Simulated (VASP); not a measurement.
# La (Fd-3m) in VASP: a series of runs

The runs below take La through single point, with PBE.

Everything below comes from runs of VASP 6.6.1. Logs are shortened: lines on timing, memory, paths and dates and some standing lists are left out, and cuts for length are marked.

## Step 1: The cell of the first run

Symmetry: Fd-3m, No. 227, cubic system. The conventional cell has a = 6.679 Å, b = 6.679 Å, c = 6.679 Å, α = 90.00°, β = 90.00°, γ = 90.00°. Within 3.8 Å of La (site symmetry -43m) lie 4 La at 2.89 Å.

This isn't the form of La at room conditions, which is double hcp.

## Step 2: Single point, PBE, collinear spin (37.24 Å³/atom)

File INCAR:

```
SYSTEM = La
  PREC = Accurate
  ENCUT = 520
  EDIFF = 1E-7
  ISMEAR = -1
  SIGMA = 0.05
  LREAL = .False.
  LASPH = .True.
  NELM = 150
  ALGO = Normal
  ISIF = 2
  LWAVE = .False.
  LCHARG = .True.
  ISPIN = 2
  MAGMOM = 1 1
  LORBIT = 11
  LMAXMIX = 6
  GGA = PE
  LELF = .True.
  LVHAR = .True.
  NBANDS = 22
```

File KPOINTS:

```
Automatic mesh
0
Gamma
  9 9 9
  0 0 0
```

File POSCAR:

```
La
1.0
    0.0000000000      3.3392829219      3.3392829219
    3.3392829219      0.0000000000      3.3392829219
    3.3392829219      3.3392829219      0.0000000000
La
2
Direct
    0.1250000000      0.1250000000      0.1250000000
    0.8750000000      0.8750000000      0.8750000000
```

Potentials or basis: VASP PAW PBE potentials, release 64 (La).

Run with:

```bash
> cat potpaw_PBE.64/La/POTCAR > POTCAR
> mpirun -np 1 vasp_std > vasp.out
```

OUTCAR:

```text
SYSTEM = La
   PREC = Accurate
   ENCUT = 520
   EDIFF = 1E-7
   ISMEAR = -1
   LREAL = .False.
   LASPH = .True.
   NELM = 150
   ISIF = 2
   ISPIN = 2
   LORBIT = 11
   GGA = PE

 ion  position               nearest neighbor table
   1  0.125  0.125  0.125-   2 2.89   2 2.89   2 2.89   2 2.89
   2  0.875  0.875  0.875-   1 2.89   1 2.89   1 2.89   1 2.89

  LATTYP: Found a face centered cubic cell.
 ALAT       =     6.6785658438

  Lattice vectors:

 A1 = (   0.0000000000,   3.3392829219,   3.3392829219)
 A2 = (   3.3392829219,   0.0000000000,   3.3392829219)
 A3 = (   3.3392829219,   3.3392829219,   0.0000000000)

Analysis of symmetry for initial positions (statically):
=====================================================================
 Subroutine PRICEL returns:
 Original cell was already a primitive cell.

 Routine SETGRP: Setting up the symmetry group for a
 face centered cubic supercell.

 Subroutine GETGRP returns: Found 48 space group operations
 (whereof 12 operations were pure point group operations)
 out of a pool of 48 trial point group operations.

The static configuration has the point symmetry D_3d.
 The point group associated with its full space group is O_h .

Analysis of symmetry for dynamics (positions and initial velocities):
=====================================================================
 Subroutine PRICEL returns:
 Original cell was already a primitive cell.

 Routine SETGRP: Setting up the symmetry group for a
 face centered cubic supercell.

 Subroutine GETGRP returns: Found 48 space group operations
 (whereof 12 operations were pure point group operations)
 out of a pool of 48 trial point group operations.

The dynamic configuration has the point symmetry D_3d.
 The point group associated with its full space group is O_h .

Analysis of structural, dynamic, and magnetic symmetry:
=====================================================================
 Subroutine PRICEL returns:
 Original cell was already a primitive cell.

 Routine SETGRP: Setting up the symmetry group for a
 face centered cubic supercell.

 Subroutine GETGRP returns: Found 48 space group operations
 (whereof 12 operations were pure point group operations)
 out of a pool of 48 trial point group operations.

The overall configuration has the point symmetry D_3d.
 The point group associated with its full space group is O_h .

 Subroutine INISYM returns: Found 48 space group operations
 (whereof 12 operations are pure point group operations),
 and found     1 'primitive' translations

----------------------------------------------------------------------------------------

                                     Primitive cell

  volume of cell :      74.4714

  direct lattice vectors                    reciprocal lattice vectors
     0.000000000  3.339282922  3.339282922    -0.149732746  0.149732746  0.149732746
     3.339282922  0.000000000  3.339282922     0.149732746 -0.149732746  0.149732746
     3.339282922  3.339282922  0.000000000     0.149732746  0.149732746 -0.149732746

  length of vectors
     4.722459197  4.722459197  4.722459197     0.259344723  0.259344723  0.259344723

  position of ions in fractional coordinates (direct lattice)
     0.125000000  0.125000000  0.125000000
     0.875000000  0.875000000  0.875000000

  ion indices of the primitive-cell ions
   primitive index   ion index
                 1           1
                 2           2

----------------------------------------------------------------------------------------

 KPOINTS: Automatic mesh

Automatic generation of k-mesh.
 Grid dimensions read from file:
 generate k-points for:    9    9    9

 Generating k-lattice:

  Cartesian coordinates                     Fractional coordinates (reciprocal lattice)
    -0.016636972  0.016636972  0.016636972     0.111111111  0.000000000  0.000000000
     0.016636972 -0.016636972  0.016636972     0.000000000  0.111111111  0.000000000
     0.016636972  0.016636972 -0.016636972     0.000000000  0.000000000  0.111111111

  Length of vectors
     0.028816080  0.028816080  0.028816080

  Shift w.r.t. Gamma in fractional coordinates (k-lattice)
     0.000000000  0.000000000  0.000000000

 Subroutine IBZKPT returns following result:
 ===========================================

 Found     35 irreducible k-points:

 Following reciprocal coordinates:
            Coordinates               Weight
  0.000000  0.000000  0.000000      1.000000
  0.111111  0.000000  0.000000      8.000000
  0.222222  0.000000  0.000000      8.000000
  0.333333  0.000000  0.000000      8.000000
  0.444444  0.000000  0.000000      8.000000
  0.111111  0.111111  0.000000      6.000000
[... 16 lines left out ...]
 -0.333333  0.333333  0.000000     12.000000
  0.444444  0.444444  0.000000      6.000000
 [... further k-points ...]
   k-points           NKPTS =     35   k-points in BZ     NKDIM =     35   number of bands    NBANDS=     22
   number of dos      NEDOS =    301   number of ions     NIONS =      2
   total plane-waves  NPLWV =  46656
   dimension x,y,z NGX =    36 NGY =   36 NGZ =   36
   dimension x,y,z NGXF=    72 NGYF=   72 NGZF=   72
   ions per type =               2
   NGX,Y,Z   is equivalent  to a cutoff of  12.67, 12.67, 12.67 a.u.
   NGXF,Y,Z  is equivalent  to a cutoff of  25.35, 25.35, 25.35 a.u.
 SYSTEM =  La
   PREC   = accura    normal or accurate (medium, high low for compatibility)
   ISTART =      0    job   : 0-new  1-cont  2-samecut
   ICHARG =      2    charge: 1-file 2-atom 10-const
   ISPIN  =      2    spin polarized calculation?
   LNONCOLLINEAR =      F non collinear calculations
   LSORBIT =      F    spin-orbit coupling
   LASPH  =      T    aspherical Exc in radial PAW
   ENCUT  =  520.0 eV  38.22 Ry    6.18 a.u.   8.78  8.78  8.78*2*pi/ulx,y,z
   NELM   =    150;   NELMIN=  2; NELMDL= -5     # of ELM steps
   EDIFF  = 0.1E-06   stopping-criterion for ELM
   LREAL  =      F    real-space projection
   EDIFFG = 0.1E-05   stopping-criterion for IOM
   NSW    =      0    number of steps for IOM
   IBRION =     -1    ionic relax: 0-MD 1-quasi-New 2-CG
   NFREE  =      0    steps in history (QN), initial steepest desc. (CG)
   ISIF   =      2    stress and relaxation
   ISYM   =      2    0-nonsym 1-usesym 2-fastsym
   POTIM  = 0.5000    time-step for ionic-motion
   TEBEG  =    0.0;   TEEND  =   0.0 temperature during run
   PSTRESS=    0.0 pullay stress
   NELECT =      22.0000    total number of electrons
   NUPDOWN=      -1.0000    fix difference up-down
   EMIN   =  10.00;   EMAX   =-10.00  energy-range for DOS
   EFERMI =   0.00;   METHOD = LEGACY
   ISMEAR =    -1;   SIGMA  =   0.05  broadening in eV -4-tet -1-fermi 0-gaus
   EFERMI_NEDOS =   21; number of points for ismear=-14 and -15
   IALGO  =     38    algorithm
   IMIX   =      4    mixing-type and parameters
     AMIX     =   0.40;   BMIX     =  1.00
     AMIX_MAG =   1.60;   BMIX_MAG =  1.00
  volume/ion in A,a.u.               =      37.24       251.28
  Fermi-wavevector in a.u.,A,eV,Ry     =   1.090316  2.060399 16.174465  1.188790
  Thomas-Fermi vector in A             =   2.226538
   LORBIT       =     11    0 simple, 1 ext, 2 COOP (PROOUT), +10 PAW based schemes
   GGA     = PE    functional components
   LHFCALC =     F    Hartree Fock is set to
   AEXX    =    0.0000 exact exchange contribution
   IVDW    =     0    specifies the selected vdW correction
   LEPSILON=     F    determine dielectric tensor
   LRPA    =     F    only Hartree local field effects (RPA)
 spin polarized calculation
  energy-cutoff  :      520.00
  volume of cell :       74.47
 maximum number of plane-waves:      2017
   NGX = 17   NGY = 17   NGZ = 17

 number of electron      22.0000000 magnetization       0.0002733

 number of electron      22.0000000 magnetization      -0.0000416

 Free energy of the ion-electron system (eV)
  ---------------------------------------------------
  ext. energy  EPLUGINS =         0.00000000
  ---------------------------------------------------
  free energy    TOTEN  =        -7.74370012 eV

  energy without entropy =       -7.73066557  energy(sigma->0) =       -7.73718284

 E-fermi :   7.4433     XC(G=0):  -9.2861

 val. band max:        7.3848498942   @ k =  -0.4444   0.4444   0.1111
 cond. band min:       7.4978250461   @ k =   0.3333   0.3333   0.0000
 fundamental gap:      0.1129751519
 Fermi energy:         7.4432953277

 spin component 1

 k-point     1 :       0.0000    0.0000    0.0000
  band No.  band energies     occupation
      1     -26.1286      1.00000
      2     -24.4371      1.00000
      3     -10.3138      1.00000
      4     -10.3138      1.00000
      5     -10.3138      1.00000
      6      -8.1963      1.00000
[... 14 lines left out ...]
     21       9.6905      0.00000
     22      10.0308      0.00000
[... 552 lines left out ...]
  band No.  band energies     occupation
      1     -25.4871      1.00000
      2     -25.1963      1.00000
      3     -10.8613      1.00000
      4     -10.8613      1.00000
      5      -9.3735      1.00000
      6      -9.0276      1.00000
[... 14 lines left out ...]
     21       9.8534      0.00000
     22      10.0178      0.00000

 [... further k-points ...]

 spin component 2

 k-point     1 :       0.0000    0.0000    0.0000
  band No.  band energies     occupation
      1     -26.1286      1.00000
      2     -24.4371      1.00000
      3     -10.3138      1.00000
      4     -10.3138      1.00000
      5     -10.3138      1.00000
      6      -8.1964      1.00000
[... 14 lines left out ...]
     21       9.6905      0.00000
     22      10.0308      0.00000
[... 552 lines left out ...]
  band No.  band energies     occupation
      1     -25.4871      1.00000
      2     -25.1963      1.00000
      3     -10.8613      1.00000
      4     -10.8613      1.00000
      5      -9.3735      1.00000
      6      -9.0276      1.00000
[... 14 lines left out ...]
     21       9.9730      0.00000
     22      10.0112      0.00000

 [... further k-points ...]

------------------------ aborting loop because EDIFF is reached ----------------------------------------

  FORCE on cell =-STRESS in cart. coord.  units (eV):
  Direction    XX          YY          ZZ          XY          YZ          ZX
  --------------------------------------------------------------------------------------
  -------------------------------------------------------------------------------------
  Total       -0.0299884     -0.0299884     -0.0299884      0.0000000     -0.0000000     -0.0000000
  in kB       -0.6451705     -0.6451705     -0.6451705      0.0000000     -0.0000000     -0.0000000
  external PRESSURE =      -0.6451705 kB  Pullay stress =       0.0000000 kB

 VOLUME and BASIS-vectors are now :
 -----------------------------------------------------------------------------
  energy-cutoff  :      520.00
  volume of cell :       74.47
      direct lattice vectors                 reciprocal lattice vectors
     0.000000000  3.339282922  3.339282922    -0.149732746  0.149732746  0.149732746
     3.339282922  0.000000000  3.339282922     0.149732746 -0.149732746  0.149732746
     3.339282922  3.339282922  0.000000000     0.149732746  0.149732746 -0.149732746

 POSITION                                       TOTAL-FORCE (eV/Angst)
 -----------------------------------------------------------------------------------
      0.83482      0.83482      0.83482         0.000000      0.000000      0.000000
      5.84375      5.84375      5.84375        -0.000000     -0.000000     -0.000000
 -----------------------------------------------------------------------------------
    total drift:                               -0.000000      0.000000      0.000000

  FREE ENERGIE OF THE ION-ELECTRON SYSTEM (eV)
  ---------------------------------------------------
  free  energy   TOTEN  =        -7.7437001200 eV

  energy  without entropy=       -7.7306655678  energy(sigma->0) =       -7.73718284

 total charge

# of ion       s       p       d       f       tot
--------------------------------------------------
    1        1.979   5.520   1.311   0.219   9.029
    2        1.979   5.520   1.311   0.219   9.029
--------------------------------------------------
tot          3.958  11.040   2.622   0.439  18.058

 magnetization (x)

# of ion       s       p       d       f       tot
--------------------------------------------------
    1       -0.000   0.000  -0.000  -0.000  -0.000
    2       -0.000   0.000  -0.000  -0.000  -0.000
--------------------------------------------------
tot         -0.000   0.000  -0.000  -0.000  -0.000
```

It took 1.7 min on 1 thread of Intel Xeon Platinum 8488C (Sapphire Rapids), shared host; peak memory 0.29 GiB.

What came out:

```yaml
Free_energy: -7.7437 eV
Pressure: -0.1 GPa
Band_gap_on_the_k_mesh: zero (filled and empty bands overlap)
Net_moment: 0.00 μB per cell
Valence_electrons_inside_the_program's_atomic_spheres: La 9.03
```

Caveat: spin-orbit coupling is left out, which moves the levels of the heavy elements.

## Step 3: Single point, PBE, collinear spin (38.73 Å³/atom)

This run uses another cell than the first one, of 38.73 Å³/atom.

File INCAR:

```
SYSTEM = La
PREC = Accurate
ENCUT = 520
EDIFF = 1E-6
ISMEAR = -1
SIGMA = 0.05
LREAL = .False.
LASPH = .True.
NELM = 150
ALGO = Normal
ISIF = 2
LWAVE = .False.
LCHARG = .True.
ISPIN = 2
MAGMOM = 1 1
LORBIT = 11
LMAXMIX = 6
GGA = PE
LELF = .True.
LVHAR = .True.
NBANDS = 22
```

File KPOINTS:

```
regular mesh
0
Gamma
  9 9 9
  0 0 0
```

File POSCAR:

```
La
1.0
    0.0000000000      3.3832258944      3.3832258944
    3.3832258944      0.0000000000      3.3832258944
    3.3832258944      3.3832258944      0.0000000000
La
2
Direct
    0.1250000000      0.1250000000      0.1250000000
    0.8750000000      0.8750000000      0.8750000000
```

Potentials or basis: VASP PAW PBE potentials, release 64 (La).

Run with:

```bash
> cat potpaw_PBE.64/La/POTCAR > POTCAR
> mpirun -np 1 vasp_std > vasp.out
```

OUTCAR:

```text
SYSTEM = La
   PREC = Accurate
   ENCUT = 520
   EDIFF = 1E-6
   ISMEAR = -1
   LREAL = .False.
   LASPH = .True.
   NELM = 150
   ISIF = 2
   ISPIN = 2
   LORBIT = 11
   GGA = PE

 ion  position               nearest neighbor table
   1  0.125  0.125  0.125-   2 2.93   2 2.93   2 2.93   2 2.93
   2  0.875  0.875  0.875-   1 2.93   1 2.93   1 2.93   1 2.93

  LATTYP: Found a face centered cubic cell.
 ALAT       =     6.7664517888
[... 1422 lines left out ...]
  external PRESSURE =     -15.9756650 kB  Pullay stress =       0.0000000 kB

 VOLUME and BASIS-vectors are now :
 -----------------------------------------------------------------------------
  energy-cutoff  :      520.00
  volume of cell :       77.45
      direct lattice vectors                 reciprocal lattice vectors
     0.000000000  3.383225894  3.383225894    -0.147787944  0.147787944  0.147787944
     3.383225894  0.000000000  3.383225894     0.147787944 -0.147787944  0.147787944
     3.383225894  3.383225894  0.000000000     0.147787944  0.147787944 -0.147787944

 POSITION                                       TOTAL-FORCE (eV/Angst)
 -----------------------------------------------------------------------------------
      0.84581      0.84581      0.84581        -0.000000     -0.000000     -0.000000
      5.92065      5.92065      5.92065         0.000000      0.000000      0.000000
 -----------------------------------------------------------------------------------
    total drift:                               -0.000000      0.000000      0.000000

  FREE ENERGIE OF THE ION-ELECTRON SYSTEM (eV)
  ---------------------------------------------------
  free  energy   TOTEN  =        -7.7278225228 eV

  energy  without entropy=       -7.7117388009  energy(sigma->0) =       -7.71978066

 total charge

# of ion       s       p       d       f       tot
--------------------------------------------------
    1        1.980   5.519   1.275   0.207   8.981
    2        1.980   5.519   1.275   0.207   8.981
--------------------------------------------------
tot          3.960  11.038   2.551   0.414  17.963

 magnetization (x)

# of ion       s       p       d       f       tot
--------------------------------------------------
    1        0.000  -0.000  -0.000   0.000  -0.000
    2        0.000  -0.000  -0.000   0.000  -0.000
--------------------------------------------------
tot          0.000  -0.000  -0.000   0.000  -0.000
```

OSZICAR:

```text
N       E                     dE             d eps       ncg     rms          rms(c)
DAV:   1     0.261814501956E+03    0.26181E+03   -0.78683E+03  3088   0.139E+03
DAV:   2     0.283647347794E+02   -0.23345E+03   -0.22481E+03  4088   0.250E+02
DAV:   3    -0.505887340102E+01   -0.33424E+02   -0.31811E+02  4658   0.118E+02
DAV:   4    -0.777453466877E+01   -0.27157E+01   -0.26631E+01  6152   0.307E+01
DAV:   5    -0.796495243894E+01   -0.19042E+00   -0.18909E+00  5424   0.800E+00    0.668E+00
DAV:   6    -0.776107143805E+01    0.20388E+00   -0.13517E+00  5984   0.799E+00    0.395E+00
DAV:   7    -0.773183460248E+01    0.29237E-01   -0.32470E-01  5836   0.319E+00    0.181E+00
DAV:   8    -0.771328023461E+01    0.18554E-01   -0.64313E-02  5952   0.187E+00    0.882E-01
DAV:   9    -0.772769982706E+01   -0.14420E-01   -0.85857E-03  5832   0.801E-01    0.170E-01
DAV:  10    -0.772778442530E+01   -0.84598E-04   -0.77508E-04  5768   0.192E-01    0.773E-02
DAV:  11    -0.772781984464E+01   -0.35419E-04   -0.20908E-04  5928   0.118E-01    0.371E-02
DAV:  12    -0.772781914208E+01    0.70256E-06   -0.29044E-05  5816   0.453E-02    0.115E-02
DAV:  13    -0.772782214394E+01   -0.30019E-05   -0.68400E-06  4568   0.169E-02    0.436E-03
DAV:  14    -0.772782252285E+01   -0.37891E-06   -0.15654E-06  4034   0.159E-02
   1 F= -.77278225E+01 E0= -.77197807E+01  d E =-.160837E-01  mag=    -0.0003
```

Wall time 1.8 min (1 thread of Intel Xeon Platinum 8488C (Sapphire Rapids), shared host); peak memory 0.29 GiB.

Results:

```yaml
Free_energy: -7.7278 eV
Pressure: -1.6 GPa
Band_gap_on_the_k_mesh: zero (filled and empty bands overlap)
Net_moment: 0.00 μB per cell
Valence_electrons_inside_the_program's_atomic_spheres: La 8.98
```

Levels at points of the mesh, in eV from the Fermi level:
Spin up:
```csv
k point,band 7,band 8,band 9,band 10,band 11,band 12,band 13,band 14,band 15,band 16
"(0.00, 0.00, 0.00)",-15.75,-15.75,-2.39,-0.70,-0.70,0.86,0.86,0.86,1.49,1.59
```
Spin down:
| k point | band 8 | band 9 | band 10 | band 11 | band 12 | band 13 | band 14 | band 15 |
| --- | --- | --- | --- | --- | --- | --- | --- | --- |
| (0.00, 0.00, 0.00) | -15.75 | -2.39 | -0.70 | -0.70 | 0.86 | 0.86 | 0.86 | 1.49 |

Caveat: spin-orbit coupling is left out, which moves the levels of the heavy elements.

[end of part 1 of 2]

The gap in the log of VASP goes by the Fermi energy; the results here count the filled bands.